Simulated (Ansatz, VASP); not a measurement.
**One calculation of ZnSe, two programs**

```
Zn Se
1.0
     0.00000    2.83380    2.83380
     2.83380    0.00000    2.83380
     2.83380    2.83380    0.00000
Zn Se
1 1
Direct
  0.00000 0.00000 0.00000
  0.75000 0.75000 0.75000
```

Alike in both runs: task single point; functional PBE; k mesh 8 × 8 × 8; occupations fermi-dirac, width 0.03 eV; non-collinear spin, spin-orbit coupling.

```csv
,VASP,Ansatz
version,VASP 6.6.1,Ansatz 0.2.0
potentials or method,"VASP PAW PBE potentials, release 64 (Zn, Se), cutoff 520 eV",all-electron LAPW
```

|  | VASP | Ansatz | Ansatz less VASP |
| --- | --- | --- | --- |
| pressure (GPa) | 2.4 | 2.1 | -0.23 |
| net moment per atom (μB) | 0.00 | 0.00 | 0.000 |

Ansatz ran all-electron here, and VASP with PAW potentials.
